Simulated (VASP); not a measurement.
# CdS (Cm) in VASP: notebook

CdS is run at these levels: PBE; tasks: single point.

Everything below comes from runs of VASP 6.6.1. Logs are shortened: lines on timing, memory, paths and dates and some standing lists are left out, and cuts for length are marked.

**1. The cell of the first run**

Symmetry: Cm, No. 8, monoclinic system. The conventional cell has a = 7.162 Å, b = 4.135 Å, c = 6.749 Å, α = 90.00°, β = 90.00°, γ = 90.00°. Within 3.3 Å of Cd (site symmetry m) lie 4 S at 2.51 to 2.61 Å. Cd (site symmetry m) has 4 S at 2.32 to 2.61 Å within 3.1 Å. Within 3.1 Å of S (site symmetry m) lie 4 Cd at 2.32 to 2.61 Å. Within 3.3 Å of S (site symmetry m) lie 4 Cd at 2.51 to 2.60 Å.

**2. Single point, PBE (atom 3 (S) moved by (+0.200, +0.000) A along y and z)**

Input file INCAR:

```
PREC = Accurate
ENCUT = 520
EDIFF = 1E-7
ISMEAR = 0
SIGMA = 0.05
LREAL = F
LASPH = T
NELM = 100
ALGO = Normal
ISIF = 2
LWAVE = F
LCHARG = F
GGA = PE
NBANDS = 26
```

Input file KPOINTS:

```
Automatic mesh
0
Gamma
  12 12 4
```

Input file POSCAR:

```
CdS
1.0
    4.1347992034      0.0000000000      0.0000000000
   -2.0673996017      3.5808411497      0.0000000000
    0.0000000000      0.0000000000      6.7490000000
Cd S
2 2
Direct
    0.3333333333      0.6666666667      0.0000000000
    0.6666666667      0.3333333333      0.5000000000
    0.3612597327      0.7225194654      0.3850000000
    0.6666666667      0.3333333333      0.8850000000
```

Potentials or basis: VASP PAW PBE potentials, release 64 (Cd, S).

Command:

```sh
> cat potpaw_PBE.64/Cd/POTCAR potpaw_PBE.64/S/POTCAR > POTCAR
> mpirun -np 1 vasp_std > vasp.out
```

OUTCAR:

```text
PREC = Accurate
   ENCUT = 520
   EDIFF = 1E-7
   ISMEAR = 0
   LREAL = F
   LASPH = T
   NELM = 100
   ISIF = 2
   GGA = PE

 ion  position               nearest neighbor table
   1  0.333  0.667  0.000-   4 2.51   4 2.51   4 2.51   3 2.61
   2  0.667  0.333  0.500-   3 2.32   4 2.60   3 2.61   3 2.61
   3  0.361  0.723  0.385-   2 2.32   1 2.61   2 2.61   2 2.61
   4  0.667  0.333  0.885-   1 2.51   1 2.51   1 2.51   2 2.60

  LATTYP: Found a hexagonal cell.
 ALAT       =     4.1347992034
 C/A-ratio  =     1.6322437120

  Lattice vectors:

 A1 = (   4.1347992034,   0.0000000000,   0.0000000000)
 A2 = (  -2.0673996017,   3.5808411497,   0.0000000000)
 A3 = (   0.0000000000,   0.0000000000,   6.7490000000)

Analysis of symmetry for initial positions (statically):
=====================================================================
 Subroutine PRICEL returns:
 Original cell was already a primitive cell.

 Routine SETGRP: Setting up the symmetry group for a
 hexagonal supercell.

 Subroutine GETGRP returns: Found  2 space group operations
 (whereof  2 operations were pure point group operations)
 out of a pool of 24 trial point group operations.

The static configuration has the point symmetry C_1h.

Analysis of symmetry for dynamics (positions and initial velocities):
=====================================================================
 Subroutine PRICEL returns:
 Original cell was already a primitive cell.

 Routine SETGRP: Setting up the symmetry group for a
 hexagonal supercell.

 Subroutine GETGRP returns: Found  2 space group operations
 (whereof  2 operations were pure point group operations)
 out of a pool of 24 trial point group operations.

The dynamic configuration has the point symmetry C_1h.

 Subroutine INISYM returns: Found  2 space group operations
 (whereof  2 operations are pure point group operations),
 and found     1 'primitive' translations

----------------------------------------------------------------------------------------

                                     Primitive cell

  volume of cell :      99.9261

  direct lattice vectors                    reciprocal lattice vectors
     4.134799203  0.000000000  0.000000000     0.241849713  0.139631997  0.000000000
    -2.067399602  3.580841150  0.000000000     0.000000000  0.279263994  0.000000000
     0.000000000  0.000000000  6.749000000     0.000000000  0.000000000  0.148170099

  length of vectors
     4.134799203  4.134799203  6.749000000     0.279263994  0.279263994  0.148170099

  position of ions in fractional coordinates (direct lattice)
     0.333333333  0.666666667  0.000000000
     0.666666667  0.333333333  0.500000000
     0.361259733  0.722519465  0.385000000
     0.666666667  0.333333333  0.885000000

  ion indices of the primitive-cell ions
   primitive index   ion index
                 1           1
                 2           2
                 3           3
                 4           4

----------------------------------------------------------------------------------------

 KPOINTS: Automatic mesh

Automatic generation of k-mesh.
 Grid dimensions read from file:
 generate k-points for:   12   12    4

 Generating k-lattice:

  Cartesian coordinates                     Fractional coordinates (reciprocal lattice)
     0.020154143  0.011636000  0.000000000     0.083333333  0.000000000  0.000000000
     0.000000000  0.023271999  0.000000000     0.000000000  0.083333333  0.000000000
     0.000000000  0.000000000  0.037042525     0.000000000  0.000000000  0.250000000

  Length of vectors
     0.023271999  0.023271999  0.037042525

  Shift w.r.t. Gamma in fractional coordinates (k-lattice)
     0.000000000  0.000000000  0.000000000

 Subroutine IBZKPT returns following result:
 ===========================================

 Found    164 irreducible k-points:

 Following reciprocal coordinates:
            Coordinates               Weight
  0.000000  0.000000  0.000000      1.000000
  0.083333  0.000000  0.000000      4.000000
  0.000000  0.083333  0.000000      2.000000
  0.166667  0.000000  0.000000      4.000000
  0.000000  0.166667  0.000000      2.000000
  0.250000  0.000000  0.000000      4.000000
[... 16 lines left out ...]
 -0.083333  0.416667  0.000000      4.000000
 -0.416667  0.333333  0.000000      4.000000
 [... further k-points ...]
   k-points           NKPTS =    164   k-points in BZ     NKDIM =    164   number of bands    NBANDS=     26
   number of dos      NEDOS =    301   number of ions     NIONS =      4
   total plane-waves  NPLWV =  51200
   dimension x,y,z NGX =    32 NGY =   32 NGZ =   50
   dimension x,y,z NGXF=    64 NGYF=   64 NGZF=  100
   ions per type =               2   2
   NGX,Y,Z   is equivalent  to a cutoff of  12.87, 12.87, 12.32 a.u.
   NGXF,Y,Z  is equivalent  to a cutoff of  25.73, 25.73, 24.63 a.u.
 SYSTEM =  unknown system
   PREC   = accura    normal or accurate (medium, high low for compatibility)
   ISTART =      0    job   : 0-new  1-cont  2-samecut
   ICHARG =      2    charge: 1-file 2-atom 10-const
   ISPIN  =      1    spin polarized calculation?
   LNONCOLLINEAR =      F non collinear calculations
   LSORBIT =      F    spin-orbit coupling
   LASPH  =      T    aspherical Exc in radial PAW
   ENCUT  =  520.0 eV  38.22 Ry    6.18 a.u.   7.69  7.69 12.55*2*pi/ulx,y,z
   NELM   =    100;   NELMIN=  2; NELMDL= -5     # of ELM steps
   EDIFF  = 0.1E-06   stopping-criterion for ELM
   LREAL  =      F    real-space projection
   EDIFFG = 0.1E-05   stopping-criterion for IOM
   NSW    =      0    number of steps for IOM
   IBRION =     -1    ionic relax: 0-MD 1-quasi-New 2-CG
   NFREE  =      0    steps in history (QN), initial steepest desc. (CG)
   ISIF   =      2    stress and relaxation
   ISYM   =      2    0-nonsym 1-usesym 2-fastsym
   POTIM  = 0.5000    time-step for ionic-motion
   TEBEG  =    0.0;   TEEND  =   0.0 temperature during run
   PSTRESS=    0.0 pullay stress
   NELECT =      36.0000    total number of electrons
   NUPDOWN=      -1.0000    fix difference up-down
   EMIN   =  10.00;   EMAX   =-10.00  energy-range for DOS
   EFERMI =   0.00;   METHOD = LEGACY
   ISMEAR =     0;   SIGMA  =   0.05  broadening in eV -4-tet -1-fermi 0-gaus
   EFERMI_NEDOS =   21; number of points for ismear=-14 and -15
   IALGO  =     38    algorithm
   IMIX   =      4    mixing-type and parameters
     AMIX     =   0.40;   BMIX     =  1.00
     AMIX_MAG =   1.60;   BMIX_MAG =  1.00
  volume/ion in A,a.u.               =      24.98       168.58
  Fermi-wavevector in a.u.,A,eV,Ry     =   1.164884  2.201312 18.462491  1.356955
  Thomas-Fermi vector in A             =   2.301417
   LORBIT       =      0    0 simple, 1 ext, 2 COOP (PROOUT), +10 PAW based schemes
   GGA     = PE    functional components
   LHFCALC =     F    Hartree Fock is set to
   AEXX    =    0.0000 exact exchange contribution
   IVDW    =     0    specifies the selected vdW correction
   LEPSILON=     F    determine dielectric tensor
   LRPA    =     F    only Hartree local field effects (RPA)
 non-spin polarized calculation
 Gauss-broadening in eV      SIGMA  =   0.05
  energy-cutoff  :      520.00
  volume of cell :       99.93
 maximum number of plane-waves:      2731
   NGX = 15   NGY = 15   NGZ = 25

 number of electron      35.9999992 magnetization

 Free energy of the ion-electron system (eV)
  ---------------------------------------------------
  ext. energy  EPLUGINS =         0.00000000
  ---------------------------------------------------
  free energy    TOTEN  =       -12.08260840 eV

  energy without entropy =      -12.08260840  energy(sigma->0) =      -12.08260840

 E-fermi :   1.5346     XC(G=0):  -9.1092

 val. band max:        1.2732983461   @ k =   0.0000   0.0000   0.0000
 cond. band min:       2.4840291328   @ k =   0.0000   0.0000   0.0000
 fundamental gap:      1.2107307867
 Fermi energy:         1.5346366672

 k-point     1 :       0.0000    0.0000    0.0000
  band No.  band energies     occupation
      1     -11.1214      2.00000
      2     -10.7086      2.00000
      3      -6.5864      2.00000
      4      -6.4429      2.00000
      5      -6.4331      2.00000
      6      -6.3835      2.00000
[... 18 lines left out ...]
     25       8.9152      0.00000
     26       9.2073      0.00000

 k-point     2 :       0.0833    0.0000    0.0000
  band No.  band energies     occupation
      1     -11.0969      2.00000
      2     -10.6962      2.00000
      3      -6.5779      2.00000
      4      -6.4317      2.00000
      5      -6.4166      2.00000
      6      -6.3731      2.00000
[... 18 lines left out ...]
     25       8.8459      0.00000
     26       9.2882      0.00000

 k-point     3 :       0.0000    0.0833    0.0000
  band No.  band energies     occupation
      1     -11.0950      2.00000
      2     -10.6962      2.00000
      3      -6.5715      2.00000
      4      -6.4291      2.00000
      5      -6.4170      2.00000
      6      -6.3702      2.00000
[... 18 lines left out ...]
     25       8.7981      0.00000
     26       9.0612      0.00000

 k-point     4 :       0.1667    0.0000    0.0000
  band No.  band energies     occupation
      1     -11.0289      2.00000
      2     -10.6634      2.00000
      3      -6.5525      2.00000
      4      -6.4069      2.00000
      5      -6.3658      2.00000
      6      -6.3418      2.00000
[... 18 lines left out ...]
     25       8.7522      0.00000
     26       9.6260      0.00000

 k-point     5 :       0.0000    0.1667    0.0000
  band No.  band energies     occupation
      1     -11.0213      2.00000
      2     -10.6636      2.00000
      3      -6.5225      2.00000
      4      -6.3929      2.00000
      5      -6.3719      2.00000
      6      -6.3420      2.00000
[... 18 lines left out ...]
     25       9.0371      0.00000
     26       9.1512      0.00000

 k-point     6 :       0.2500    0.0000    0.0000
  band No.  band energies     occupation
      1     -10.9330      2.00000
      2     -10.6210      2.00000
      3      -6.5137      2.00000
      4      -6.3847      2.00000
      5      -6.3049      2.00000
      6      -6.2726      2.00000
[... 427 lines left out ...]
 k-point    21 :      -0.3333    0.2500    0.0000
  band No.  band energies     occupation
      1     -10.8731      2.00000
      2     -10.5958      2.00000
      3      -6.5080      2.00000
      4      -6.3704      2.00000
      5      -6.2743      2.00000
      6      -6.2327      2.00000
[... 18 lines left out ...]
     25       9.4741      0.00000
     26       9.9106      0.00000

 k-point    22 :       0.3333    0.0833    0.0000
  band No.  band energies     occupation
      1     -10.7746      2.00000
      2     -10.5685      2.00000
      3      -6.4368      2.00000
      4      -6.3603      2.00000
      5      -6.2425      2.00000
      6      -6.1590      2.00000
[... 18 lines left out ...]
     25       9.8371      0.00000
     26      10.0615      0.00000

 k-point    23 :      -0.0833    0.4167    0.0000
  band No.  band energies     occupation
      1     -10.7437      2.00000
      2     -10.5789      2.00000
      3      -6.3282      2.00000
      4      -6.2890      2.00000
      5      -6.2623      2.00000
      6      -6.1730      2.00000
[... 18 lines left out ...]
     25       9.6682      0.00000
     26      10.4560      0.00000

 k-point    24 :      -0.4167    0.3333    0.0000
  band No.  band energies     occupation
      1     -10.7819      2.00000
      2     -10.5663      2.00000
      3      -6.4694      2.00000
      4      -6.3610      2.00000
      5      -6.2383      2.00000
      6      -6.1721      2.00000
[... 18 lines left out ...]
     25       9.6425      0.00000
     26      10.1311      0.00000

 [... further k-points ...]

------------------------ aborting loop because EDIFF is reached ----------------------------------------

  FORCE on cell =-STRESS in cart. coord.  units (eV):
  Direction    XX          YY          ZZ          XY          YZ          ZX
  --------------------------------------------------------------------------------------
  -------------------------------------------------------------------------------------
  Total        0.9586949      4.7300224      0.9946331      0.0000000      1.2106057      0.0000000
  in kB       15.3713535     75.8393967     15.9475720      0.0000000     19.4103957      0.0000000
  external PRESSURE =      35.7194407 kB  Pullay stress =       0.0000000 kB

 VOLUME and BASIS-vectors are now :
 -----------------------------------------------------------------------------
  energy-cutoff  :      520.00
  volume of cell :       99.93
      direct lattice vectors                 reciprocal lattice vectors
     4.134799203  0.000000000  0.000000000     0.241849713  0.139631997  0.000000000
    -2.067399602  3.580841150  0.000000000     0.000000000  0.279263994  0.000000000
     0.000000000  0.000000000  6.749000000     0.000000000  0.000000000  0.148170099

 POSITION                                       TOTAL-FORCE (eV/Angst)
 -----------------------------------------------------------------------------------
     -0.00000      2.38723      0.00000         0.000000      0.020470      0.288799
      2.06740      1.19361      3.37450        -0.000000      1.646871      0.511159
      0.00000      2.58723      2.59836        -0.000000     -1.774025     -0.542937
      2.06740      1.19361      5.97286         0.000000      0.106684     -0.257020
 -----------------------------------------------------------------------------------
    total drift:                               -0.000000      0.000101     -0.000620

  FREE ENERGIE OF THE ION-ELECTRON SYSTEM (eV)
  ---------------------------------------------------
  free  energy   TOTEN  =       -12.0826083998 eV

  energy  without entropy=      -12.0826083998  energy(sigma->0) =      -12.08260840
```

Run time: 5.9 min. Hardware: 1 thread of AMD EPYC 7R43 (Zen 3), shared host; peak memory 0.43 GiB.

Results:

* Free energy: -12.0826 eV
* Pressure: 3.6 GPa
* Largest force: 1.855 eV/Å
* Band gap on the k mesh: 1.21 eV

Forces in eV/Å, atoms in the order of the input:
```
Cd   0.000  0.020  0.289
Cd   0.000  1.647  0.511
S    0.000 -1.774 -0.543
S    0.000  0.107 -0.257
```

Levels at points of the mesh, in eV from the valence-band top:
| k point | band 15 | band 16 | band 17 | band 18 | band 19 | band 20 | band 21 | band 22 |
| --- | --- | --- | --- | --- | --- | --- | --- | --- |
| (0.00, 0.00, 0.00) | -0.61 | -0.08 | -0.03 | 0.00 | 1.21 | 2.73 | 6.46 | 6.46 |
| (0.50, 0.00, 0.00) | -2.66 | -1.85 | -1.14 | -0.79 | 3.56 | 3.81 | 4.88 | 6.42 |
| (0.00, 0.50, 0.00) | -2.39 | -1.88 | -1.47 | -0.88 | 3.80 | 4.01 | 5.51 | 6.09 |
| (0.00, 0.00, 0.50) | -0.56 | -0.41 | -0.37 | -0.20 | 2.78 | 2.82 | 6.08 | 6.12 |
| (0.50, 0.00, 0.50) | -1.52 | -1.37 | -1.34 | -1.16 | 3.43 | 3.61 | 5.09 | 5.28 |
| (0.00, 0.50, 0.50) | -1.42 | -1.39 | -1.32 | -1.16 | 3.25 | 3.57 | 5.25 | 5.55 |

Caveat: the cell differs from its parent crystal (atom 3 (S) moved by (+0.200, +0.000) A along y and z); the cell stands under pressure; forces of over 1 eV/Å act on the atoms, so gaps and moduli don't describe the material at rest. A k mesh can miss the band edges.

(Part 1 of 2 ends here.)
